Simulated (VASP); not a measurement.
Re: single point with r2SCAN0

Crystal: Re.

```
Re
1.0
     0.00000    1.94666    1.94666
     1.94666    0.00000    1.94666
     1.94666    1.94666    0.00000
Re
1
Direct
  0.00000 0.00000 0.00000
```

* Program: VASP 6.6.1
* Task: single point
* Functional: r2SCAN0
* Potentials or basis: VASP PAW PBE potentials, release 64 (Re)
* Cutoff: 520 eV
* k mesh: 7 × 7 × 7
* Occupations: fermi-dirac, width 0.1 eV
* Spin: no spin polarisation
* Dipole correction: no
* Grid for exact exchange (PRECFOCK): Normal
* Further INCAR settings: ALGO = Normal; EDIFF = 1e-06; NBANDS = 10

```
Pressure : -13.8 GPa
```

Levels at points of the mesh, in eV from the Fermi level:
```
           k point  band 2  band 3  band 4  band 5  band 6  band 7
(0.00, 0.00, 0.00)   -2.94   -2.94   -2.94    2.14    2.14   15.66
```

Run time: 10 min on 1 thread of Intel(R) Xeon(R) Platinum 8375C CPU @ 2.90GHz (Ice Lake) (shared host), peak memory 0.15 GiB.

Caveat: the k points lie up to 0.40 Å⁻¹ apart; the PAW data sets were made with another functional, which shifts forces and pressure a little; spin-orbit coupling is left out, which moves the levels of the heavy elements.
